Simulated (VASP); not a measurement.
# MgO (P4/mmm) in VASP: further runs

MgO is run at these levels: PBE; tasks: relaxation of cell and atoms, single point.

All numbers are computed with VASP 6.6.1; they aren't measurements. Logs are shortened: lines on timing, memory, paths and dates and some standing lists are left out, and cuts for length are marked.

## (1) The cell of the first run

Symmetry: P4/mmm, No. 123, tetragonal system. Conventional cell: a = 3.642 Å, b = 3.642 Å, c = 2.414 Å, α = 90.00°, β = 90.00°, γ = 90.00°. Mg (site symmetry 4/mmm) has 2 Mg at 2.41 Å and 4 O at 2.58 Å within 3.2 Å. O (site symmetry 4/mmm) has 2 O at 2.41 Å and 4 Mg at 2.58 Å within 3.2 Å.

## (2) Relaxation of cell and atoms, PBE

INCAR reads:

```
PREC     = Accurate       # precision mode
ENCUT    = 600            # plane-wave cutoff, eV
EDIFF    = 1E-6           # SCF threshold, eV
ISMEAR   = 0              # smearing method
SIGMA    = 0.1            # smearing width, eV
LREAL    = F              # projectors in reciprocal space
LASPH    = T              # aspherical terms in the spheres
NELM     = 80             # most SCF steps
ALGO     = Normal         # electronic algorithm
ISIF     = 3              # what is computed and relaxed
LWAVE    = F              # write WAVECAR
LCHARG   = F              # write CHGCAR
GGA      = PE             # functional
IBRION   = 2              # ionic algorithm
NSW      = 90             # ionic steps
EDIFFG   = -0.04          # ionic threshold
```

KPOINTS reads:

```
Automatic mesh
0
Gamma
  6 6 8
```

POSCAR reads:

```
MgO
1.0
    3.6416115100      0.0000000000      0.0000000000
    0.0000000000      3.6416115100      0.0000000000
    0.0000000000      0.0000000000      2.4136713000
Mg O
1 1
Direct
    0.5000000000      0.5000000000      0.0000000000
    0.0000000000      0.0000000000      0.0000000000
```

Potentials or basis: VASP PAW PBE potentials, release 64 (Mg, O).

Run with:

```
cat potpaw_PBE.64/Mg/POTCAR potpaw_PBE.64/O/POTCAR > POTCAR
mpirun -np 1 vasp_std > vasp.out
```

OUTCAR:

```text
PREC = Accurate
   ENCUT = 600
   EDIFF = 1E-6
   ISMEAR = 0
   LREAL = F
   LASPH = T
   NELM = 80
   ISIF = 3
   GGA = PE
   IBRION = 2
   NSW = 90
   EDIFFG = -0.04

 ion  position               nearest neighbor table
   1  0.500  0.500  0.000-   2 2.58   2 2.58   2 2.58   2 2.58
   2  0.000  0.000  0.000-   1 2.58   1 2.58   1 2.58   1 2.58

  LATTYP: Found a simple tetragonal cell.
 ALAT       =     3.6416115100
 C/A-ratio  =     0.6628030731

  Lattice vectors:

 A1 = (   3.6416115100,   0.0000000000,   0.0000000000)
 A2 = (   0.0000000000,   3.6416115100,   0.0000000000)
 A3 = (   0.0000000000,   0.0000000000,   2.4136713000)

Analysis of symmetry for initial positions (statically):
=====================================================================
 Subroutine PRICEL returns:
 Original cell was already a primitive cell.

 Routine SETGRP: Setting up the symmetry group for a
 simple tetragonal supercell.

 Subroutine GETGRP returns: Found 16 space group operations
 (whereof 16 operations were pure point group operations)
 out of a pool of 16 trial point group operations.

The static configuration has the point symmetry D_4h.

Analysis of symmetry for dynamics (positions and initial velocities):
=====================================================================
 Subroutine PRICEL returns:
 Original cell was already a primitive cell.

 Routine SETGRP: Setting up the symmetry group for a
 simple tetragonal supercell.

 Subroutine GETGRP returns: Found 16 space group operations
 (whereof 16 operations were pure point group operations)
 out of a pool of 16 trial point group operations.

The dynamic configuration has the point symmetry D_4h.

 Subroutine INISYM returns: Found 16 space group operations
 (whereof 16 operations are pure point group operations),
 and found     1 'primitive' translations

----------------------------------------------------------------------------------------

                                     Primitive cell

  volume of cell :      32.0085

  direct lattice vectors                    reciprocal lattice vectors
     3.641611510  0.000000000  0.000000000     0.274603701  0.000000000  0.000000000
     0.000000000  3.641611510  0.000000000     0.000000000  0.274603701  0.000000000
     0.000000000  0.000000000  2.413671300     0.000000000  0.000000000  0.414306621

  length of vectors
     3.641611510  3.641611510  2.413671300     0.274603701  0.274603701  0.414306621

  position of ions in fractional coordinates (direct lattice)
     0.500000000  0.500000000  0.000000000
     0.000000000  0.000000000  0.000000000

  ion indices of the primitive-cell ions
   primitive index   ion index
                 1           1
                 2           2

----------------------------------------------------------------------------------------

 KPOINTS: Automatic mesh

Automatic generation of k-mesh.
 Grid dimensions read from file:
 generate k-points for:    6    6    8

 Generating k-lattice:

  Cartesian coordinates                     Fractional coordinates (reciprocal lattice)
     0.045767284  0.000000000  0.000000000     0.166666667  0.000000000  0.000000000
     0.000000000  0.045767284  0.000000000     0.000000000  0.166666667  0.000000000
     0.000000000  0.000000000  0.051788328     0.000000000  0.000000000  0.125000000

  Length of vectors
     0.045767284  0.045767284  0.051788328

  Shift w.r.t. Gamma in fractional coordinates (k-lattice)
     0.000000000  0.000000000  0.000000000

 Subroutine IBZKPT returns following result:
 ===========================================

 Found     50 irreducible k-points:

 Following reciprocal coordinates:
            Coordinates               Weight
  0.000000  0.000000  0.000000      1.000000
  0.166667  0.000000  0.000000      4.000000
  0.333333  0.000000  0.000000      4.000000
  0.500000  0.000000  0.000000      2.000000
  0.166667  0.166667  0.000000      4.000000
  0.333333  0.166667  0.000000      8.000000
[... 16 lines left out ...]
  0.333333  0.000000  0.250000      8.000000
  0.500000  0.000000  0.250000      4.000000
 [... further k-points ...]
   k-points           NKPTS =     50   k-points in BZ     NKDIM =     50   number of bands    NBANDS=      8
   number of dos      NEDOS =    301   number of ions     NIONS =      2
   total plane-waves  NPLWV =  18000
   dimension x,y,z NGX =    30 NGY =   30 NGZ =   20
   dimension x,y,z NGXF=    60 NGYF=   60 NGZF=   40
   ions per type =               1   1
   NGX,Y,Z   is equivalent  to a cutoff of  13.70, 13.70, 13.78 a.u.
   NGXF,Y,Z  is equivalent  to a cutoff of  27.39, 27.39, 27.55 a.u.
 SYSTEM =  unknown system
   PREC   = accura    normal or accurate (medium, high low for compatibility)
   ISTART =      0    job   : 0-new  1-cont  2-samecut
   ICHARG =      2    charge: 1-file 2-atom 10-const
   ISPIN  =      1    spin polarized calculation?
   LNONCOLLINEAR =      F non collinear calculations
   LSORBIT =      F    spin-orbit coupling
   LASPH  =      T    aspherical Exc in radial PAW
   ENCUT  =  600.0 eV  44.10 Ry    6.64 a.u.   7.27  7.27  4.82*2*pi/ulx,y,z
   NELM   =     80;   NELMIN=  2; NELMDL= -5     # of ELM steps
   EDIFF  = 0.1E-05   stopping-criterion for ELM
   LREAL  =      F    real-space projection
   EDIFFG = -.4E-01   stopping-criterion for IOM
   NSW    =     90    number of steps for IOM
   IBRION =      2    ionic relax: 0-MD 1-quasi-New 2-CG
   NFREE  =      1    steps in history (QN), initial steepest desc. (CG)
   ISIF   =      3    stress and relaxation
   ISYM   =      2    0-nonsym 1-usesym 2-fastsym
   POTIM  = 0.5000    time-step for ionic-motion
   TEBEG  =    0.0;   TEEND  =   0.0 temperature during run
   PSTRESS=    0.0 pullay stress
   NELECT =       8.0000    total number of electrons
   NUPDOWN=      -1.0000    fix difference up-down
   EMIN   =  10.00;   EMAX   =-10.00  energy-range for DOS
   EFERMI =   0.00;   METHOD = LEGACY
   ISMEAR =     0;   SIGMA  =   0.10  broadening in eV -4-tet -1-fermi 0-gaus
   EFERMI_NEDOS =   21; number of points for ismear=-14 and -15
   IALGO  =     38    algorithm
   IMIX   =      4    mixing-type and parameters
     AMIX     =   0.40;   BMIX     =  1.00
     AMIX_MAG =   1.60;   BMIX_MAG =  1.00
  volume/ion in A,a.u.               =      16.00       108.00
  Fermi-wavevector in a.u.,A,eV,Ry     =   1.031216  1.948716 14.468527  1.063407
  Thomas-Fermi vector in A             =   2.165353
   LORBIT       =      0    0 simple, 1 ext, 2 COOP (PROOUT), +10 PAW based schemes
   GGA     = PE    functional components
   LHFCALC =     F    Hartree Fock is set to
   AEXX    =    0.0000 exact exchange contribution
   IVDW    =     0    specifies the selected vdW correction
   LEPSILON=     F    determine dielectric tensor
   LRPA    =     F    only Hartree local field effects (RPA)
 conjugate gradient relaxation of ions
 non-spin polarized calculation
 Gauss-broadening in eV      SIGMA  =   0.10
  energy-cutoff  :      600.00
  volume of cell :       32.01
 maximum number of plane-waves:      1084
 NGX is ok and might be reduce to    30
   NGX = 15   NGY = 15   NGZ =  9

--------------------------------------- Ionic step        1  -------------------------------------------

 number of electron       7.9999995 magnetization

 Free energy of the ion-electron system (eV)
  ---------------------------------------------------
  ext. energy  EPLUGINS =         0.00000000
  ---------------------------------------------------
  free energy    TOTEN  =        -6.69785748 eV

  energy without entropy =       -6.69317840  energy(sigma->0) =       -6.69551794

------------------------ aborting loop because EDIFF is reached ----------------------------------------

  FORCE on cell =-STRESS in cart. coord.  units (eV):
  Direction    XX          YY          ZZ          XY          YZ          ZX
  --------------------------------------------------------------------------------------
  -------------------------------------------------------------------------------------
  Total       -6.6220849     -6.6220849      7.0643032      0.0000000      0.0000000      0.0000000
  in kB     -331.4667542   -331.4667542    353.6018748      0.0000000      0.0000000      0.0000000
  external PRESSURE =    -103.1105446 kB  Pullay stress =       0.0000000 kB

 VOLUME and BASIS-vectors are now :
 -----------------------------------------------------------------------------
  energy-cutoff  :      600.00
  volume of cell :       32.01
      direct lattice vectors                 reciprocal lattice vectors
     3.641611510  0.000000000  0.000000000     0.274603701  0.000000000  0.000000000
     0.000000000  3.641611510  0.000000000     0.000000000  0.274603701  0.000000000
     0.000000000  0.000000000  2.413671300     0.000000000  0.000000000  0.414306621
[... 619 lines left out ...]
 k-point    24 :       0.5000    0.0000    0.2500
  band No.  band energies     occupation
      1     -13.9936      2.00000
      2      -2.3576      2.00000
      3       0.7423      2.00000
      4       1.4206      2.00000
      5       7.4201      0.00000
      6      11.2667      0.00000
      7      16.8695      0.00000
      8      17.4816      0.00000

 [... further k-points ...]

[... ionic steps 4 to 9 ...]

--------------------------------------- Ionic step       10  -------------------------------------------

 number of electron       8.0000007 magnetization

------------------------ aborting loop because EDIFF is reached ----------------------------------------

  FORCE on cell =-STRESS in cart. coord.  units (eV):
  Direction    XX          YY          ZZ          XY          YZ          ZX
  --------------------------------------------------------------------------------------
  -------------------------------------------------------------------------------------
  Total        0.4663231      0.4663231     -0.5558076      0.0000000      0.0000000      0.0000000
  in kB       27.6437986     27.6437986    -32.9484766      0.0000000      0.0000000      0.0000000
  external PRESSURE =       7.4463735 kB  Pullay stress =       0.0000000 kB

 VOLUME and BASIS-vectors are now :
 -----------------------------------------------------------------------------
  energy-cutoff  :      600.00
  volume of cell :       27.03
      direct lattice vectors                 reciprocal lattice vectors
     2.800898030  0.000000000  0.000000000     0.357028349 -0.000000000  0.000000000
    -0.000000000  2.800898030  0.000000000     0.000000000  0.357028349 -0.000000000
    -0.000000000  0.000000000  3.445126374    -0.000000000 -0.000000000  0.290265114
[... 37 lines left out ...]
 POSITION                                       TOTAL-FORCE (eV/Angst)
 -----------------------------------------------------------------------------------
      1.41093      1.41093      3.38726         0.000000     -0.000000      0.000000
     -0.00000      0.00000      0.00000        -0.000000      0.000000      0.000000
 -----------------------------------------------------------------------------------
    total drift:                                0.000000     -0.000000     -0.000000

  FREE ENERGIE OF THE ION-ELECTRON SYSTEM (eV)
  ---------------------------------------------------
  free  energy   TOTEN  =       -10.9083209566 eV

  energy  without entropy=      -10.9083209566  energy(sigma->0) =      -10.90832096

--------------------------------------- Ionic step       12  -------------------------------------------

 number of electron       7.9999995 magnetization

 Free energy of the ion-electron system (eV)
  ---------------------------------------------------
  ext. energy  EPLUGINS =         0.00000000
  ---------------------------------------------------
  free energy    TOTEN  =       -10.90888711 eV

  energy without entropy =      -10.90888711  energy(sigma->0) =      -10.90888711

 E-fermi :   1.7647     XC(G=0):  -9.0937

 val. band max:        1.3240178708   @ k =   0.5000   0.5000   0.0000
 cond. band min:       2.8036550826   @ k =   0.0000   0.0000   0.0000
 fundamental gap:      1.4796372118
 Fermi energy:         1.7647063657

 k-point     1 :       0.0000    0.0000    0.0000
  band No.  band energies     occupation
      1     -15.6063      2.00000
      2       0.1557      2.00000
      3       0.5207      2.00000
      4       0.5207      2.00000
      5       2.8037      0.00000
      6      12.6300      0.00000
      7      14.8225      0.00000
      8      15.0970      0.00000
[... 275 lines left out ...]
 POSITION                                       TOTAL-FORCE (eV/Angst)
 -----------------------------------------------------------------------------------
      1.40758      1.40758      0.00000        -0.000000      0.000000      0.000000
      2.81515      0.00000      3.36626         0.000000     -0.000000      0.000000
 -----------------------------------------------------------------------------------
    total drift:                                0.000000     -0.000000     -0.000000

  FREE ENERGIE OF THE ION-ELECTRON SYSTEM (eV)
  ---------------------------------------------------
  free  energy   TOTEN  =       -10.9088871107 eV

  energy  without entropy=      -10.9088871107  energy(sigma->0) =      -10.90888711

 reached required accuracy - stopping structural energy minimisation
```

It took 96 s on 1 thread of Intel Xeon Platinum 8488C (Sapphire Rapids), shared host; peak memory 0.18 GiB.

Results:

```yaml
Free_energy: -10.9089 eV
Relaxed_volume: 13.34 Å³/atom
Relaxed_cell: a = 2.815 Å, b = 2.815 Å, c = 3.366 Å, α = 90.00°, β = 90.00°, γ = 90.00°
Space_group_after_relaxing_to_0.05_Å: P4/mmm (No. 123)
Energy_gained_by_relaxing: 2105.5 meV/atom
Ionic_steps: 12
Pressure_after_relaxing: 0.2 GPa
Band_gap_on_the_k_mesh: 1.48 eV, indirect (least direct gap 2.28 eV)
```

The path:
```
step  energy change (eV)  largest force (eV/Å)  pressure (GPa)  volume (Å³)
   1              0.0000                0.0000          -10.31        32.01
   2             -3.3610                0.0000          -12.18        26.45
   3            107.8058                0.0000         2665.08         8.61
   4             -3.5813                0.0000          -10.00        25.89
   5             -3.9522                0.0000           23.80        22.36
   6             -4.0671                0.0000            8.06        23.52
   7             -4.0661                0.0000           10.76        23.29
   8             -4.1914                0.0000           -0.30        26.06
   9             -4.1951                0.0000           -2.86        26.88
  10             -4.2023                0.0000            0.74        27.03
  11             -4.2105                0.0000           -0.81        26.97
  12             -4.2110                0.0000            0.23        26.68
```

Final structure:
```
CELL_PARAMETERS angstrom
2.81515 0.00000 0.00000
0.00000 2.81515 0.00000
0.00000 0.00000 3.36626
ATOMIC_POSITIONS crystal
Mg 0.50000 0.50000 0.00000
O 0.00000 0.00000 0.00000
```

Caveat: the volume moved by over 15 % at a fixed basis, so the end points are rough.

## (3) Single point, PBE, collinear spin, ferromagnetic start

INCAR reads:

```
PREC     = Accurate       # precision mode
ENCUT    = 520            # plane-wave cutoff, eV
EDIFF    = 1E-6           # SCF threshold, eV
ISMEAR   = 0              # smearing method
SIGMA    = 0.1            # smearing width, eV
LREAL    = F              # projectors in reciprocal space
LASPH    = T              # aspherical terms in the spheres
NELM     = 150            # most SCF steps
ALGO     = Normal         # electronic algorithm
ISIF     = 2              # what is computed and relaxed
LWAVE    = F              # write WAVECAR
LCHARG   = F              # write CHGCAR
ISPIN    = 2              # spin polarisation
MAGMOM   = 0 1            # initial moments
LORBIT   = 11             # projections on sites
GGA      = PE             # functional
NBANDS   = 15             # bands
```

KPOINTS is that of step 2.

POSCAR is that of step 2.

Potentials or basis: VASP PAW PBE potentials, release 64 (Mg, O).

Run with:

```
cat potpaw_PBE.64/Mg/POTCAR potpaw_PBE.64/O/POTCAR > POTCAR
mpirun -np 1 vasp_std > vasp.out
```

It took 47 s on 1 thread of Intel Xeon Platinum 8488C (Sapphire Rapids), shared host; peak memory 0.17 GiB.

The run converged. Its results:

```yaml
Free_energy: -6.6969 eV
Pressure: -10.2 GPa
Band_gap_on_the_k_mesh: zero (filled and empty bands overlap)
Net_moment: 0.00 μB per cell
Valence_electrons_inside_the_program's_atomic_spheres: Mg 0.32; O 4.76
```

Stress tensor (GPa, compression positive):
```
-33.06   0.00   0.00
  0.00 -33.06   0.00
  0.00   0.00  35.44
```

Levels at points of the mesh, in eV from the Fermi level:
Spin up:
| k point | band 1 | band 2 | band 3 | band 4 | band 5 | band 6 | band 7 | band 8 |
| --- | --- | --- | --- | --- | --- | --- | --- | --- |
| (0.00, 0.00, 0.00) | -17.38 | -3.10 | -2.73 | -2.73 | 0.59 | 5.79 | 8.04 | 8.04 |
| (0.50, 0.00, 0.00) | -17.23 | -5.44 | -2.51 | 0.62 | 1.06 | 1.92 | 6.58 | 10.06 |
| (0.50, 0.50, 0.00) | -17.13 | -4.17 | -4.17 | -1.38 | 0.64 | 5.28 | 5.28 | 10.88 |
| (0.00, 0.00, 0.50) | -16.11 | -4.22 | -1.53 | -1.53 | 2.21 | 4.59 | 9.82 | 9.82 |
| (0.50, 0.00, 0.50) | -16.03 | -3.75 | -2.51 | -1.47 | 1.55 | 7.46 | 7.88 | 8.05 |
| (0.50, 0.50, 0.50) | -15.97 | -3.48 | -2.22 | -2.22 | 2.87 | 5.90 | 5.90 | 7.56 |
Spin down:
```
           k point  band 1  band 2  band 3  band 4  band 5  band 6  band 7  band 8  band 9
(0.00, 0.00, 0.00)  -17.38   -3.10   -2.73   -2.73    0.59    5.79    8.04    8.04   11.07
(0.50, 0.00, 0.00)  -17.23   -5.44   -2.51    0.62    1.06    1.92    6.58   10.06   14.93
(0.50, 0.50, 0.00)  -17.13   -4.17   -4.17   -1.38    0.64    5.28    5.28   10.88   15.78
(0.00, 0.00, 0.50)  -16.11   -4.22   -1.53   -1.53    2.21    4.59    9.82    9.82   11.15
(0.50, 0.00, 0.50)  -16.03   -3.75   -2.51   -1.47    1.55    7.46    7.88    8.05   11.04
(0.50, 0.50, 0.50)  -15.97   -3.48   -2.22   -2.22    2.87    5.90    5.90    7.56   10.42
```
